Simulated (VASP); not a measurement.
A run of VASP 6.6.1 is set up as follows.

Contents of INCAR:

```
SYSTEM = PPt
PREC     = Accurate       ! precision mode
ENCUT    = 520            ! plane-wave cutoff, eV
EDIFF    = 1E-7           ! SCF threshold, eV
ISMEAR   = 0              ! smearing method
SIGMA    = 0.05           ! smearing width, eV
LREAL    = .False.        ! projectors in reciprocal space
LASPH    = .True.         ! aspherical terms in the spheres
NELM     = 60             ! most SCF steps
ALGO     = Normal         ! electronic algorithm
ISIF     = 2              ! what is computed and relaxed
LWAVE    = .False.        ! write WAVECAR
LCHARG   = .False.        ! write CHGCAR
GGA      = PS             ! functional
NBANDS   = 23             ! bands
```

The input KPOINTS:

```
Automatic mesh
0
Gamma
  10 10 6
  0 0 0
```

The input POSCAR:

```
PPt
1.0
    3.3659433030      0.0000000000      0.0000000000
   -1.6829716515      2.9149924081      0.0000000000
    0.0000000000      0.0000000000      7.2085381989
Pt P
2 2
Direct
    0.6666666667      0.3333333333     -0.0207585682
    0.3333333333      0.6666666667      0.4792414318
    0.6666666667      0.3333333333      0.6459585682
    0.3333333333      0.6666666667      0.1459585682
```

Potentials or basis: VASP PAW PBE potentials, release 64 (Pt, P).

Launch:

```console
$ cat potpaw_PBE.64/Pt/POTCAR potpaw_PBE.64/P/POTCAR > POTCAR
$ mpirun -np 1 vasp_std > vasp.out
```

(1) Predict the largest force.

(2) Estimate the pressure.

Answers

(1) 0.006 eV/Å.

(2) 0.2 GPa.

Caveat: the PAW data sets were made with another functional, which shifts forces and pressure a little.
